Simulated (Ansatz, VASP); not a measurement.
One calculation of Ga, two programs

```
CELL_PARAMETERS angstrom
2.88791 0.00000 0.00000
-1.44396 2.50101 0.00000
0.00000 0.00000 2.69839
ATOMIC_POSITIONS crystal
Ga 0.00000 0.00000 0.00000
```

Alike in both runs: task relaxation of cell and atoms; functional PBEsol; k mesh 21 × 21 × 20; occupations gaussian, width 0.1 eV; no spin polarisation.

|  | VASP | Ansatz |
| --- | --- | --- |
| version | VASP 6.6.1 | Ansatz 0.2.0 |
| potentials or method | VASP PAW PBE potentials, release 64 (Ga_d), cutoff 600 eV | scalar-relativistic, plane waves, PAW |
| valence electrons in the cell | 13 | 13 |

Ansatz gave:

- gap on the k mesh at the Fermi level, each at its own relaxed structure (eV): none
- relaxed volume (Å³/atom): 18.14
- relaxed length of the cell vector where the two differ most in proportion (Å): 2.674

**Question.** Estimate VASP's values.

**Answer.** gap on the k mesh at the Fermi level, each at its own relaxed structure (eV): none; relaxed volume (Å³/atom): 18.13; relaxed length of the cell vector where the two differ most in proportion (Å): 2.674.

VASP's potentials were made for PBE, not for PBEsol. A gap of «none» marks a metal or a gap that the smearing closes.
